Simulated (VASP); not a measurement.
# Sb (Pm-3m) in VASP: single point with PBE

Aim: the single point of Sb with PBE.

Program: VASP 6.6.1. These are calculated values, not measurements. Logs are shortened: lines on timing, memory, paths and dates and some standing lists are left out, and cuts for length are marked.

## (1) The cell of the first run

It takes space group Pm-3m (No. 221, cubic). The conventional cell has a = 3.110 Å, b = 3.110 Å, c = 3.110 Å, α = 90.00°, β = 90.00°, γ = 90.00°. Within 4.1 Å of Sb (site symmetry m-3m) lie 6 Sb at 3.11 Å.

This isn't the form of Sb at room conditions, which is rhombohedral.

## (2) Single point, PBE, non-collinear spin, zero start, spin-orbit coupling

INCAR reads:

```
PREC = Accurate
ENCUT = 520
EDIFF = 1E-7
ISMEAR = -1
SIGMA = 0.05
LREAL = F
LASPH = T
NELM = 150
ALGO = Normal
ISIF = 2
LWAVE = F
LCHARG = T
MAGMOM = 0 0 0
LORBIT = 11
LSORBIT = T
GGA_COMPAT = F
LORBMOM = T
GGA = PE
LVHAR = T
NBANDS = 16
```

KPOINTS reads:

```
regular mesh
0
Gamma
  13 13 13
```

POSCAR reads:

```
Sb
1.0
    3.1101202100      0.0000000000      0.0000000000
    0.0000000000      3.1101202100      0.0000000000
    0.0000000000      0.0000000000      3.1101202100
Sb
1
Direct
    0.0000000000      0.0000000000      0.0000000000
```

Potentials or basis: VASP PAW PBE potentials, release 64 (Sb).

Launch:

```
$ cat potpaw_PBE.64/Sb/POTCAR > POTCAR
$ mpirun -np 1 vasp_ncl > vasp.out
```

OUTCAR:

```text
PREC = Accurate
   ENCUT = 520
   EDIFF = 1E-7
   ISMEAR = -1
   LREAL = F
   LASPH = T
   NELM = 150
   ISIF = 2
   LORBIT = 11
   LSORBIT = T
   GGA = PE

 ion  position               nearest neighbor table
   1  0.000  0.000  0.000-

  LATTYP: Found a simple cubic cell.
 ALAT       =     3.1101202100

  Lattice vectors:

 A1 = (   3.1101202100,   0.0000000000,   0.0000000000)
 A2 = (   0.0000000000,   3.1101202100,   0.0000000000)
 A3 = (   0.0000000000,   0.0000000000,   3.1101202100)

Analysis of symmetry for initial positions (statically):
=====================================================================
 Subroutine PRICEL returns:
 Original cell was already a primitive cell.

 Routine SETGRP: Setting up the symmetry group for a
 simple cubic supercell.

 Subroutine GETGRP returns: Found 48 space group operations
 (whereof 48 operations were pure point group operations)
 out of a pool of 48 trial point group operations.

The static configuration has the point symmetry O_h .

Analysis of symmetry for dynamics (positions and initial velocities):
=====================================================================
 Subroutine PRICEL returns:
 Original cell was already a primitive cell.

 Routine SETGRP: Setting up the symmetry group for a
 simple cubic supercell.

 Subroutine GETGRP returns: Found 48 space group operations
 (whereof 48 operations were pure point group operations)
 out of a pool of 48 trial point group operations.

The dynamic configuration has the point symmetry O_h .

Analysis of structural, dynamic, and magnetic symmetry:
=====================================================================
 Subroutine PRICEL returns:
 Original cell was already a primitive cell.

 Routine SETGRP: Setting up the symmetry group for a
 simple cubic supercell.

 Subroutine GETGRP returns: Found 48 space group operations
 (whereof 48 operations were pure point group operations)
 out of a pool of 48 trial point group operations.

The overall configuration has the point symmetry O_h .

 Subroutine INISYM returns: Found 48 space group operations
 (whereof 48 operations are pure point group operations),
 and found     1 'primitive' translations

----------------------------------------------------------------------------------------

                                     Primitive cell

  volume of cell :      30.0837

  direct lattice vectors                    reciprocal lattice vectors
     3.110120210  0.000000000  0.000000000     0.321530980  0.000000000  0.000000000
     0.000000000  3.110120210  0.000000000     0.000000000  0.321530980  0.000000000
     0.000000000  0.000000000  3.110120210     0.000000000  0.000000000  0.321530980

  length of vectors
     3.110120210  3.110120210  3.110120210     0.321530980  0.321530980  0.321530980

  position of ions in fractional coordinates (direct lattice)
     0.000000000  0.000000000  0.000000000

  ion indices of the primitive-cell ions
   primitive index   ion index
                 1           1

----------------------------------------------------------------------------------------

 KPOINTS: regular mesh

Automatic generation of k-mesh.
 Grid dimensions read from file:
 generate k-points for:   13   13   13

 Generating k-lattice:

  Cartesian coordinates                     Fractional coordinates (reciprocal lattice)
     0.024733152  0.000000000  0.000000000     0.076923077  0.000000000  0.000000000
     0.000000000  0.024733152  0.000000000     0.000000000  0.076923077  0.000000000
     0.000000000  0.000000000  0.024733152     0.000000000  0.000000000  0.076923077

  Length of vectors
     0.024733152  0.024733152  0.024733152

  Shift w.r.t. Gamma in fractional coordinates (k-lattice)
[... 45 lines left out ...]
   ICHARG =      2    charge: 1-file 2-atom 10-const
   ISPIN  =      1    spin polarized calculation?
   LNONCOLLINEAR =      T non collinear calculations
   LSORBIT =      T    spin-orbit coupling
   LASPH  =      T    aspherical Exc in radial PAW
   ENCUT  =  520.0 eV  38.22 Ry    6.18 a.u.   5.78  5.78  5.78*2*pi/ulx,y,z
   NELM   =    150;   NELMIN=  2; NELMDL= -5     # of ELM steps
   EDIFF  = 0.1E-06   stopping-criterion for ELM
   LREAL  =      F    real-space projection
   EDIFFG = 0.1E-05   stopping-criterion for IOM
   NSW    =      0    number of steps for IOM
   IBRION =     -1    ionic relax: 0-MD 1-quasi-New 2-CG
   NFREE  =      0    steps in history (QN), initial steepest desc. (CG)
   ISIF   =      2    stress and relaxation
   ISYM   =      2    0-nonsym 1-usesym 2-fastsym
   POTIM  = 0.5000    time-step for ionic-motion
   TEBEG  =    0.0;   TEEND  =   0.0 temperature during run
   PSTRESS=    0.0 pullay stress
   NELECT =       5.0000    total number of electrons
   NUPDOWN=      -1.0000    fix difference up-down
   EMIN   =  10.00;   EMAX   =-10.00  energy-range for DOS
   EFERMI =   0.00;   METHOD = LEGACY
   ISMEAR =    -1;   SIGMA  =   0.05  broadening in eV -4-tet -1-fermi 0-gaus
   EFERMI_NEDOS =   21; number of points for ismear=-14 and -15
   IALGO  =     38    algorithm
   IMIX   =      4    mixing-type and parameters
     AMIX     =   0.40;   BMIX     =  1.00
     AMIX_MAG =   1.60;   BMIX_MAG =  1.00
  volume/ion in A,a.u.               =      30.08       203.01
  Fermi-wavevector in a.u.,A,eV,Ry     =   0.900094  1.700930 11.023011  0.810168
  Thomas-Fermi vector in A             =   2.023009
   LORBIT       =     11    0 simple, 1 ext, 2 COOP (PROOUT), +10 PAW based schemes
   GGA     = PE    functional components
   LHFCALC =     F    Hartree Fock is set to
   AEXX    =    0.0000 exact exchange contribution
   IVDW    =     0    specifies the selected vdW correction
   LEPSILON=     F    determine dielectric tensor
   LRPA    =     F    only Hartree local field effects (RPA)
  energy-cutoff  :      520.00
  volume of cell :       30.08
 maximum number of plane-waves:      1674
 NGX is ok and might be reduce to    24
   NGX = 11   NGY = 11   NGZ = 11

 number of electron       4.9999999 magnetization      -0.0000000      0.0000000     -0.0000000

 number of electron       4.9999999 magnetization       0.0000000     -0.0000000      0.0000000

 number of electron       4.9999999 magnetization       0.0000000      0.0000000      0.0000000

 number of electron       4.9999999 magnetization      -0.0000000     -0.0000000     -0.0000000

 Free energy of the ion-electron system (eV)
  ---------------------------------------------------
  ext. energy  EPLUGINS =         0.00000000
  ---------------------------------------------------
  free energy    TOTEN  =        -4.17137679 eV

  energy without entropy =       -4.16862851  energy(sigma->0) =       -4.17000265

 E-fermi :   7.0877     XC(G=0):  -9.5854

 val. band max:        7.0527287648   @ k =   0.3077   0.2308   0.1538
 cond. band min:       7.1447629170   @ k =   0.3077   0.2308   0.2308
 fundamental gap:      0.0920341522
 Fermi energy:         7.0877223178

 k-point     1 :       0.0000    0.0000    0.0000
  band No.  band energies     occupation
      1      -5.2855      1.00000
      2      -5.2855      1.00000
      3       9.6739      0.00000
      4       9.6739      0.00000
      5      10.5640      0.00000
      6      10.5640      0.00000
[... 433 lines left out ...]
      3       3.6184      1.00000
      4       3.6184      1.00000
      5       5.5842      1.00000
      6       5.5842      1.00000
[... 8 lines left out ...]
     15      20.3992      0.00000
     16      20.3992      0.00000

 [... further k-points ...]
[... 5 lines left out ...]
  --------------------------------------------------------------------------------------
  -------------------------------------------------------------------------------------
  Total       -0.0015304     -0.0015304     -0.0015304     -0.0000000     -0.0000000      0.0000000
  in kB       -0.0815044     -0.0815044     -0.0815044     -0.0000000     -0.0000000      0.0000000
  external PRESSURE =      -0.0815044 kB  Pullay stress =       0.0000000 kB

 VOLUME and BASIS-vectors are now :
 -----------------------------------------------------------------------------
  energy-cutoff  :      520.00
  volume of cell :       30.08
      direct lattice vectors                 reciprocal lattice vectors
     3.110120210  0.000000000  0.000000000     0.321530980  0.000000000  0.000000000
     0.000000000  3.110120210  0.000000000     0.000000000  0.321530980  0.000000000
     0.000000000  0.000000000  3.110120210     0.000000000  0.000000000  0.321530980

 POSITION                                       TOTAL-FORCE (eV/Angst)
 -----------------------------------------------------------------------------------
      0.00000      0.00000      0.00000         0.000000      0.000000      0.000000
 -----------------------------------------------------------------------------------
    total drift:                               -0.000000      0.000000      0.000000

  FREE ENERGIE OF THE ION-ELECTRON SYSTEM (eV)
  ---------------------------------------------------
  free  energy   TOTEN  =        -4.1713767876 eV

  energy  without entropy=       -4.1686285127  energy(sigma->0) =       -4.17000265

 orbital moment (x)

 # of ion     p       d       tot
 ----------------------------------------
  1         0.000  -0.000  -0.000
 ----------------------------------------
            0.000  -0.000  -0.000

 orbital moment (y)

 # of ion     p       d       tot
 ----------------------------------------
  1         0.000   0.000   0.000
 ----------------------------------------
            0.000   0.000   0.000

 orbital moment (z)

 # of ion     p       d       tot
 ----------------------------------------
  1         0.000  -0.000  -0.000
 ----------------------------------------
            0.000  -0.000  -0.000

 Spin-Orbit-Coupling matrix elements

 Ion:    1  E_soc:     -0.1312346
 l=   1
     0.0000000    -0.0217466    -0.0217466
    -0.0217466     0.0000000    -0.0217466
    -0.0217466    -0.0217466     0.0000000
 l=   2
     0.0000000    -0.0000152     0.0000000    -0.0000152    -0.0001106
    -0.0000152     0.0000000    -0.0000829    -0.0000152    -0.0000276
     0.0000000    -0.0000829     0.0000000    -0.0000829     0.0000000
    -0.0000152    -0.0000152    -0.0000829     0.0000000    -0.0000276
    -0.0001106    -0.0000276     0.0000000    -0.0000276     0.0000000
 l=   3
     0.0000000     0.0000000     0.0000000     0.0000000     0.0000000     0.0000000     0.0000000
     0.0000000     0.0000000     0.0000000     0.0000000     0.0000000     0.0000000     0.0000000
     0.0000000     0.0000000     0.0000000     0.0000000     0.0000000     0.0000000     0.0000000
     0.0000000     0.0000000     0.0000000     0.0000000     0.0000000     0.0000000     0.0000000
     0.0000000     0.0000000     0.0000000     0.0000000     0.0000000     0.0000000     0.0000000
     0.0000000     0.0000000     0.0000000     0.0000000     0.0000000     0.0000000     0.0000000
     0.0000000     0.0000000     0.0000000     0.0000000     0.0000000     0.0000000     0.0000000

 total charge

# of ion       s       p       d       tot
------------------------------------------
    1        1.215   1.118   0.035   2.368

 magnetization (x)

# of ion       s       p       d       tot
------------------------------------------
    1        0.000   0.000   0.000   0.000

 magnetization (y)

# of ion       s       p       d       tot
------------------------------------------
    1        0.000   0.000   0.000   0.000

 magnetization (z)

# of ion       s       p       d       tot
------------------------------------------
    1        0.000   0.000   0.000   0.000
```

Run time: 75 s. Hardware: 1 thread of Intel Xeon 8259CL, shared host; peak memory 0.22 GiB.

Results:

| Item | Value |
| --- | --- |
| Free energy | -4.1714 eV |
| Pressure | 0.0 GPa |
| Net moment | 0.00 μB per cell |
| Valence electrons inside the program's atomic spheres | Sb 2.37 |

Moments on the atoms (μB; x, y, z):
```
Sb  0.00 0.00 0.00
```
